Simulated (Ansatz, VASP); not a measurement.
One calculation of Al3GaN4, two programs

File POSCAR:

```
Al3GaN4
1.0
    5.0380821985      0.0000000000      0.0000609633
    0.0000000000      3.1249488273      0.0000000000
   -0.0032907418      0.0000000000      5.4103929818
Al Ga N
3 1 4
Direct
    0.5002216625      0.5000000000      0.1672550745
    0.0006683705      0.5000000000      0.8349019374
    0.0010043255      0.0000000000      0.3316444641
    0.4573889765      0.0678833626      0.6662049384
    0.1107069781      0.0000000000      0.6663170124
    0.1226755900      0.5000000000      0.1671322918
    0.6254135993      0.5000000000      0.8406810063
    0.6234137866      0.0000000000      0.3258647496
```

File INCAR.step1:

```
PREC     = Accurate       # precision mode
ENCUT    = 520            # plane-wave cutoff, eV
ISMEAR   = 0              # smearing method
SIGMA    = 0.05           # smearing width, eV
LREAL    = F              # projectors in reciprocal space
LASPH    = T              # aspherical terms in the spheres
NELM     = 60             # most SCF steps
NBANDS   = 31             # bands
GGA      = PE             # functional
ALGO     = Normal         # electronic algorithm
EDIFF    = 1E-4           # SCF threshold, eV
LWAVE    = T              # write WAVECAR
LCHARG   = F              # write CHGCAR
```

Contents of INCAR.step2:

```
PREC     = Accurate       # precision mode
ENCUT    = 520            # plane-wave cutoff, eV
EDIFF    = 1E-6           # SCF threshold, eV
ISMEAR   = 0              # smearing method
SIGMA    = 0.05           # smearing width, eV
LREAL    = F              # projectors in reciprocal space
LASPH    = T              # aspherical terms in the spheres
NELM     = 60             # most SCF steps
ALGO     = Normal         # electronic algorithm
ISIF     = 2              # what is computed and relaxed
LWAVE    = F              # write WAVECAR
LCHARG   = F              # write CHGCAR
METAGGA  = R2SCAN         # meta-GGA
LMIXTAU  = T            
NBANDS   = 31             # bands
ISTART   = 1
```

File KPOINTS:

```
Automatic mesh
0
Gamma
  6 8 4
```

Input for Ansatz:

```yaml
crystal:
  lattice:
    - [5.0380821985, 0.0, 6.09633e-05]
    - [0.0, 3.1249488273, 0.0]
    - [-0.0032907418, 0.0, 5.4103929818]
  atoms:
    - { symbol: Al, position: [0.5002216625, 0.5, 0.1672550745] }
    - { symbol: Al, position: [0.0006683705, 0.5, 0.8349019374] }
    - { symbol: Al, position: [0.0010043255, 0.0, 0.3316444641] }
    - { symbol: Ga, position: [0.4573889765, 0.0678833626, 0.6662049384] }
    - { symbol: "N", position: [0.1107069781, 0.0, 0.6663170124] }
    - { symbol: "N", position: [0.12267559, 0.5, 0.1671322918] }
    - { symbol: "N", position: [0.6254135993, 0.5, 0.8406810063] }
    - { symbol: "N", position: [0.6234137866, 0.0, 0.3258647496] }
basis:
  ecutwfc: 500
kpoints:
  mp_grid: { grid: [6, 8, 4] }
hamiltonian:
  xc: r2scan
scf:
  occupations: { method: gaussian, width: 0.05 }
output:
  forces: true
  stress: true
  eigenvalues: true
```

Change from the starting cell: all Ga atoms moved -0.300 Å, as atom 4 along Cartesian [1 -1 0].

Alike in both runs: task single point; functional r2SCAN; k mesh 6 × 8 × 4; occupations gaussian, width 0.05 eV; no spin polarisation.

|  | VASP | Ansatz |
| --- | --- | --- |
| version | VASP 6.6.1 | Ansatz 0.2.0 |
| potentials or method | VASP PAW PBE potentials, release 64 (Al, Ga_d, N), cutoff 520 eV | scalar-relativistic, plane waves, PAW |
| valence electrons in the cell | 42 | 42 |

|  | VASP | Ansatz | Ansatz less VASP |
| --- | --- | --- | --- |
| gap on the k mesh at the Fermi level (eV) | 3.59 | 3.58 | -0.018 |
| least direct gap on the mesh (eV) | 3.59 | 3.58 | -0.018 |
| pressure (GPa) | 2.6 | 2.6 | +0.01 |
| traceless stress, the component that is largest in VASP (GPa) | 6.04 | 5.86 | -0.180 |
| rms of the force components (eV/Å) | 1.324 | 1.300 | -0.0233 |

VASP's potentials were made for PBE, not for r2SCAN. Atom by atom the forces differ by 0.038 eV/Å (rms over components). The functional is the same, so the differences come from potentials, cutoffs and numerics.
